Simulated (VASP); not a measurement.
# InPd (Pm-3m) in VASP: further runs

The runs below take InPd through single point, relaxation of cell and atoms, with PBE-based screened hybrid, PBEsol, BLYP+D3(BJ).

All numbers are computed with VASP 6.6.1; they aren't measurements. Logs are shortened: lines on timing, memory, paths and dates and some standing lists are left out, and cuts for length are marked.

### 1 The cell of the first run

Symmetry: Pm-3m, No. 221, cubic system. Conventional cell: a = 3.271 Å, b = 3.271 Å, c = 3.271 Å, α = 90.00°, β = 90.00°, γ = 90.00°. Within 3.7 Å of In (site symmetry m-3m) lie 8 Pd at 2.83 Å and 6 In at 3.27 Å. Within 3.7 Å of Pd (site symmetry m-3m) lie 8 In at 2.83 Å and 6 Pd at 3.27 Å.

### 2 Single point, PBE-based screened hybrid

Input file POSCAR:

```
InPd
1.0
    3.2709084458      0.0000000000      0.0000000000
    0.0000000000      3.2709084458      0.0000000000
    0.0000000000      0.0000000000      3.2709084458
In Pd
1 1
Direct
    0.0000000000      0.0000000000      0.0000000000
    0.5000000000      0.5000000000      0.5000000000
```

Input file INCAR.step1:

```
ALGO = Normal ; EDIFF = 1E-5
ENCUT = 520 ; GGA = PE
ISIF = 2 ; ISMEAR = -1
LASPH = True ; LCHARG = False
LREAL = False ; LWAVE = True
NBANDS = 18 ; NELM = 80
PREC = Accurate ; SIGMA = 0.05
```

Input file INCAR.step2:

```
AEXX = 0.25 ; ALGO = Normal
EDIFF = 1E-7 ; ENCUT = 520
GGA = PE ; HFSCREEN = 0.3
ISIF = 2 ; ISMEAR = -1
ISTART = 1 ; LASPH = True
LCHARG = False ; LHFCALC = True
LREAL = False ; LWAVE = False
NBANDS = 18 ; NELM = 80
PREC = Accurate ; PRECFOCK = Normal
SIGMA = 0.05
```

Input file KPOINTS:

```
k-points
0
Gamma
  4 4 4
```

Potentials or basis: VASP PAW PBE potentials, release 64 (In_d, Pd).

The run is started by

```bash
$ cat potpaw_PBE.64/In_d/POTCAR potpaw_PBE.64/Pd/POTCAR > POTCAR
$ cp INCAR.step1 INCAR
$ mpirun -np 1 vasp_std > vasp.out
$ cp INCAR.step2 INCAR
$ mpirun -np 1 vasp_std > vasp.out
```

OUTCAR:

```text
AEXX = 0.25
   EDIFF = 1E-7
   ENCUT = 520
   GGA = PE
   HFSCREEN = 0.3
   ISIF = 2
   ISMEAR = -1
   ISTART = 1
   LASPH = True
   LHFCALC = True
   LREAL = False
   NELM = 80
   PREC = Accurate
   PRECFOCK = Normal

 ion  position               nearest neighbor table
   1  0.000  0.000  0.000-   2 2.83   2 2.83   2 2.83   2 2.83   2 2.83   2 2.83   2 2.83   2 2.83

   2  0.500  0.500  0.500-   1 2.83   1 2.83   1 2.83   1 2.83   1 2.83   1 2.83   1 2.83   1 2.83

  LATTYP: Found a simple cubic cell.
 ALAT       =     3.2709084458

  Lattice vectors:

 A1 = (   3.2709084458,   0.0000000000,   0.0000000000)
 A2 = (   0.0000000000,   3.2709084458,   0.0000000000)
 A3 = (   0.0000000000,   0.0000000000,   3.2709084458)

Analysis of symmetry for initial positions (statically):
=====================================================================
 Subroutine PRICEL returns:
 Original cell was already a primitive cell.

 Routine SETGRP: Setting up the symmetry group for a
 simple cubic supercell.

 Subroutine GETGRP returns: Found 48 space group operations
 (whereof 48 operations were pure point group operations)
 out of a pool of 48 trial point group operations.

The static configuration has the point symmetry O_h .

Analysis of symmetry for dynamics (positions and initial velocities):
=====================================================================
 Subroutine PRICEL returns:
 Original cell was already a primitive cell.

 Routine SETGRP: Setting up the symmetry group for a
 simple cubic supercell.

 Subroutine GETGRP returns: Found 48 space group operations
 (whereof 48 operations were pure point group operations)
 out of a pool of 48 trial point group operations.

The dynamic configuration has the point symmetry O_h .

 Subroutine INISYM returns: Found 48 space group operations
 (whereof 48 operations are pure point group operations),
 and found     1 'primitive' translations

----------------------------------------------------------------------------------------

                                     Primitive cell

  volume of cell :      34.9949

  direct lattice vectors                    reciprocal lattice vectors
     3.270908446  0.000000000  0.000000000     0.305725463  0.000000000  0.000000000
     0.000000000  3.270908446  0.000000000     0.000000000  0.305725463  0.000000000
     0.000000000  0.000000000  3.270908446     0.000000000  0.000000000  0.305725463

  length of vectors
     3.270908446  3.270908446  3.270908446     0.305725463  0.305725463  0.305725463

  position of ions in fractional coordinates (direct lattice)
     0.000000000  0.000000000  0.000000000
     0.500000000  0.500000000  0.500000000

  ion indices of the primitive-cell ions
   primitive index   ion index
                 1           1
                 2           2

----------------------------------------------------------------------------------------

 KPOINTS: k-points

Automatic generation of k-mesh.
 Grid dimensions read from file:
 generate k-points for:    4    4    4

 Generating k-lattice:

  Cartesian coordinates                     Fractional coordinates (reciprocal lattice)
     0.076431366  0.000000000  0.000000000     0.250000000  0.000000000  0.000000000
     0.000000000  0.076431366  0.000000000     0.000000000  0.250000000  0.000000000
     0.000000000  0.000000000  0.076431366     0.000000000  0.000000000  0.250000000

  Length of vectors
     0.076431366  0.076431366  0.076431366

  Shift w.r.t. Gamma in fractional coordinates (k-lattice)
     0.000000000  0.000000000  0.000000000

 Subroutine IBZKPT returns following result:
 ===========================================

 Found     10 irreducible k-points:

 Following reciprocal coordinates:
            Coordinates               Weight
  0.000000  0.000000  0.000000      1.000000
  0.250000  0.000000  0.000000      6.000000
  0.500000  0.000000  0.000000      3.000000
  0.250000  0.250000  0.000000     12.000000
  0.500000  0.250000  0.000000     12.000000
  0.500000  0.500000  0.000000      3.000000
  0.250000  0.250000  0.250000      8.000000
  0.500000  0.250000  0.250000     12.000000
  0.500000  0.500000  0.250000      6.000000
  0.500000  0.500000  0.500000      1.000000
   k-points           NKPTS =     10   k-points in BZ     NKDIM =     64   number of bands    NBANDS=     18
   number of dos      NEDOS =    301   number of ions     NIONS =      2
   total plane-waves  NPLWV =  13824
   dimension x,y,z NGX =    24 NGY =   24 NGZ =   24
   dimension x,y,z NGXF=    48 NGYF=   48 NGZF=   48
   ions per type =               1   1
   NGX,Y,Z   is equivalent  to a cutoff of  12.20, 12.20, 12.20 a.u.
   NGXF,Y,Z  is equivalent  to a cutoff of  24.40, 24.40, 24.40 a.u.
 SYSTEM =  unknown system
   PREC   = accura    normal or accurate (medium, high low for compatibility)
   ISTART =      1    job   : 0-new  1-cont  2-samecut
   ICHARG =      0    charge: 1-file 2-atom 10-const
   ISPIN  =      1    spin polarized calculation?
   LNONCOLLINEAR =      F non collinear calculations
   LSORBIT =      F    spin-orbit coupling
   LASPH  =      T    aspherical Exc in radial PAW
   ENCUT  =  520.0 eV  38.22 Ry    6.18 a.u.   6.08  6.08  6.08*2*pi/ulx,y,z
   NELM   =     80;   NELMIN=  2; NELMDL=  0     # of ELM steps
   EDIFF  = 0.1E-06   stopping-criterion for ELM
   LREAL  =      F    real-space projection
   EDIFFG = 0.1E-05   stopping-criterion for IOM
   NSW    =      0    number of steps for IOM
   IBRION =     -1    ionic relax: 0-MD 1-quasi-New 2-CG
   NFREE  =      0    steps in history (QN), initial steepest desc. (CG)
   ISIF   =      2    stress and relaxation
   ISYM   =      3    0-nonsym 1-usesym 2-fastsym
   POTIM  = 0.5000    time-step for ionic-motion
   TEBEG  =    0.0;   TEEND  =   0.0 temperature during run
   PSTRESS=    0.0 pullay stress
   NELECT =      23.0000    total number of electrons
   NUPDOWN=      -1.0000    fix difference up-down
   EMIN   =  10.00;   EMAX   =-10.00  energy-range for DOS
   EFERMI =   0.00;   METHOD = LEGACY
   ISMEAR =    -1;   SIGMA  =   0.05  broadening in eV -4-tet -1-fermi 0-gaus
   EFERMI_NEDOS =   21; number of points for ismear=-14 and -15
   IALGO  =     38    algorithm
   IMIX   =      1    mixing-type and parameters
     AMIX     =   0.40;   BMIX     =  1.00
     AMIX_MAG =   1.60;   BMIX_MAG =  1.00
  volume/ion in A,a.u.               =      17.50       118.08
  Fermi-wavevector in a.u.,A,eV,Ry     =   1.423363  2.689766 27.564896  2.025963
  Thomas-Fermi vector in A             =   2.543969
   LORBIT       =      0    0 simple, 1 ext, 2 COOP (PROOUT), +10 PAW based schemes
   GGA     = PE    functional components
   LHFCALC =     T    Hartree Fock is set to
   PRECFOCK=normal    Normal, Fast or Accurate (Low or Medium for compatibility)
   ENCUT4O =  -1.0   cutoff for four orbital integrals eV
   NKREDX  =     1    reduce k-point grid by
   NKREDY  =     1    reduce k-point grid by
   NKREDZ  =     1    reduce k-point grid by
   AEXX    =    0.2500 exact exchange contribution
   HFSCREEN=    0.3000 screening length (either q_TF or 0.3 A-1)
   HFSCREENC=   0.3000 screening length for correlation (either q_TF or 0.3 A-1)
   ENCUTFOCK=  -1.0 apply spherical cutoff to Coloumb kernel
   IVDW    =     0    specifies the selected vdW correction
   LEPSILON=     F    determine dielectric tensor
   LRPA    =     F    only Hartree local field effects (RPA)
 non-spin polarized calculation
  energy-cutoff  :      520.00
  volume of cell :       34.99
 maximum number of plane-waves:       968
  NGX = 20; NGY = 20; NGZ = 20

 number of electron      22.9999997 magnetization

 Free energy of the ion-electron system (eV)
  ---------------------------------------------------
  ext. energy  EPLUGINS =         0.00000000
  ---------------------------------------------------
  free energy    TOTEN  =       -10.03258240 eV

  energy without entropy =      -10.02036397  energy(sigma->0) =      -10.02647319

 E-fermi :  10.6575     XC(G=0): -10.1499

 val. band max:       10.6098170759   @ k =   0.5000   0.5000   0.2500
 cond. band min:      10.6944749198   @ k =   0.5000   0.5000   0.5000
 fundamental gap:      0.0846578439
 Fermi energy:        10.6575168867

 k-point     1 :       0.0000    0.0000    0.0000
  band No.  band energies     occupation
      1      -6.5552      2.00000
      2      -6.5552      2.00000
      3      -6.1341      2.00000
      4      -6.1341      2.00000
      5      -6.1341      2.00000
      6      -0.6787      2.00000
[... 10 lines left out ...]
     17      21.5704      0.00000
     18      27.2596      0.00000

 k-point     2 :       0.2500    0.0000    0.0000
  band No.  band energies     occupation
      1      -6.5253      2.00000
      2      -6.3754      2.00000
      3      -6.1869      2.00000
      4      -6.1869      2.00000
      5      -6.1169      2.00000
      6       0.4237      2.00000
[... 10 lines left out ...]
     17      25.8911      0.00000
     18      26.2669      0.00000

 k-point     3 :       0.5000    0.0000    0.0000
  band No.  band energies     occupation
      1      -6.4952      2.00000
      2      -6.2391      2.00000
      3      -6.2391      2.00000
      4      -6.1969      2.00000
      5      -6.0996      2.00000
      6       3.2223      2.00000
[... 10 lines left out ...]
     17      21.8646      0.00000
     18      22.1611      0.00000

 k-point     4 :       0.2500    0.2500    0.0000
  band No.  band energies     occupation
      1      -6.4391      2.00000
      2      -6.2786      2.00000
      3      -6.2576      2.00000
      4      -6.2044      2.00000
      5      -6.1712      2.00000
      6       1.4211      2.00000
[... 81 lines left out ...]
      4      -6.2325      2.00000
      5      -6.0507      2.00000
      6       3.5919      2.00000
[... 10 lines left out ...]
     17      22.4188      0.00000
     18      24.6784      0.00000

 k-point     9 :       0.5000    0.5000    0.2500
  band No.  band energies     occupation
      1      -6.4469      2.00000
      2      -6.3421      2.00000
      3      -6.3421      2.00000
      4      -6.1443      2.00000
      5      -5.9271      2.00000
      6       3.9389      2.00000
[... 10 lines left out ...]
     17      19.4374      0.00000
     18      20.9197      0.00000

 k-point    10 :       0.5000    0.5000    0.5000
  band No.  band energies     occupation
      1      -6.4071      2.00000
      2      -6.4071      2.00000
      3      -6.4071      2.00000
      4      -5.9229      2.00000
      5      -5.9229      2.00000
      6       4.6826      2.00000
[... 10 lines left out ...]
     17      15.1068      0.00000
     18      17.0080      0.00000

------------------------ aborting loop because EDIFF is reached ----------------------------------------

  FORCE on cell =-STRESS in cart. coord.  units (eV):
  Direction    XX          YY          ZZ          XY          YZ          ZX
  --------------------------------------------------------------------------------------
  -------------------------------------------------------------------------------------
  Total        0.0751562      0.0751562      0.0751562     -0.0000000     -0.0000000     -0.0000000
  in kB        3.4408870      3.4408870      3.4408870     -0.0000000     -0.0000000     -0.0000000
  external PRESSURE =       3.4408870 kB  Pullay stress =       0.0000000 kB

 VOLUME and BASIS-vectors are now :
 -----------------------------------------------------------------------------
  energy-cutoff  :      520.00
  volume of cell :       34.99
      direct lattice vectors                 reciprocal lattice vectors
     3.270908446  0.000000000  0.000000000     0.305725463  0.000000000  0.000000000
     0.000000000  3.270908446  0.000000000     0.000000000  0.305725463  0.000000000
     0.000000000  0.000000000  3.270908446     0.000000000  0.000000000  0.305725463

 POSITION                                       TOTAL-FORCE (eV/Angst)
 -----------------------------------------------------------------------------------
      0.00000      0.00000      0.00000         0.000000      0.000000      0.000000
      1.63545      1.63545      1.63545         0.000000      0.000000      0.000000
 -----------------------------------------------------------------------------------
    total drift:                               -0.000009     -0.000036     -0.000015

  FREE ENERGIE OF THE ION-ELECTRON SYSTEM (eV)
  ---------------------------------------------------
  free  energy   TOTEN  =       -10.0325824000 eV

  energy  without entropy=      -10.0203639716  energy(sigma->0) =      -10.02647319
```

Wall time 21 min (1 thread of AMD EPYC 7R43 (Zen 3), shared host); peak memory 0.21 GiB.

Results:

- Free energy: -10.0326 eV
- Pressure: 0.3 GPa

Caveat: the k points lie up to 0.48 Å⁻¹ apart; the PAW data sets were made with another functional, which shifts forces and pressure a little; spin-orbit coupling is left out, which moves the levels of the heavy elements.

### 3 Relaxation of cell and atoms, PBE-based screened hybrid

Input file POSCAR:

```
InPd
1.0
    3.2718847800      0.0000000000      0.0000000000
    0.0000000000      3.2718847800      0.0000000000
    0.0000000000      0.0000000000      3.2718847800
In Pd
1 1
Direct
    0.0000000000      0.0000000000      0.0000000000
    0.5000000000      0.5000000000      0.5000000000
```

Input file INCAR.step1:

```
SYSTEM = InPd
PREC = Accurate
ENCUT = 600
EDIFF = 1E-5
ISMEAR = -1
SIGMA = 0.05
LREAL = .FALSE.
LASPH = .TRUE.
NELM = 100
ALGO = Normal
LWAVE = .TRUE.
LCHARG = .FALSE.
GGA = PE
NBANDS = 18
```

Input file INCAR.step2:

```
SYSTEM = InPd
PREC = Accurate
ENCUT = 600
EDIFF = 1E-6
ISMEAR = -1
SIGMA = 0.05
LREAL = .FALSE.
LASPH = .TRUE.
NELM = 100
ALGO = Normal
ISIF = 3
LWAVE = .FALSE.
LCHARG = .FALSE.
GGA = PE
LHFCALC = .TRUE.
AEXX = 0.25
HFSCREEN = 0.3
PRECFOCK = Normal
IBRION = 2
NSW = 60
EDIFFG = -0.01
ISTART = 1
```

Input file KPOINTS:

```
regular mesh
0
G
  4 4 4
  0 0 0
```

Potentials or basis: VASP PAW PBE potentials, release 64 (In_d, Pd).

The run is started by

```bash
$ cat potpaw_PBE.64/In_d/POTCAR potpaw_PBE.64/Pd/POTCAR > POTCAR
$ cp INCAR.step1 INCAR
$ mpirun -np 1 vasp_std > vasp.out
$ cp INCAR.step2 INCAR
$ mpirun -np 1 vasp_std > vasp.out
```

It took 38 min on 1 thread of AMD EPYC 7R43 (Zen 3), shared host; peak memory 0.24 GiB.

The run converged. Its results:

```yaml
Free_energy: -10.0336 eV
Relaxed_volume: 17.56 Å³/atom
Relaxed_cell: a = 3.275 Å, b = 3.275 Å, c = 3.275 Å, α = 90.00°, β = 90.00°, γ = 90.00°
Space_group_after_relaxing_to_0.05_Å: Pm-3m (No. 221)
Energy_gained_by_relaxing: 0.0 meV/atom
Ionic_steps: 3
Pressure_after_relaxing: 0.0 GPa
```

Final structure:
```yaml
crystal:
  lattice:
    - [3.27451, 0.00000, 0.00000]
    - [0.00000, 3.27451, 0.00000]
    - [0.00000, 0.00000, 3.27451]
  atoms:
    - { symbol: In, position: [0.00000, 0.00000, 0.00000] }
    - { symbol: Pd, position: [0.50000, 0.50000, 0.50000] }
```

Levels at points of the mesh, in eV from the Fermi level:
```csv
k point,band 7,band 8,band 9,band 10,band 11,band 12,band 13,band 14,band 15
"(0.00, 0.00, 0.00)",-4.96,-4.96,-3.21,-3.21,-3.21,4.41,4.41,4.41,10.21
"(0.50, 0.00, 0.00)",-6.94,-4.93,-4.26,-4.26,-3.29,-1.82,10.06,10.06,10.10
"(0.50, 0.50, 0.00)",-4.57,-3.67,-3.67,-2.83,-2.83,-2.66,1.37,2.59,9.95
"(0.50, 0.50, 0.50)",-5.95,-5.95,-2.62,-2.62,0.02,3.78,3.78,3.78,4.44
```

Caveat: the k points lie up to 0.48 Å⁻¹ apart in the final cell; the PAW data sets were made with another functional, which shifts forces and pressure a little; spin-orbit coupling is left out, which moves the levels of the heavy elements.

(Continued in part 2 of 2.)
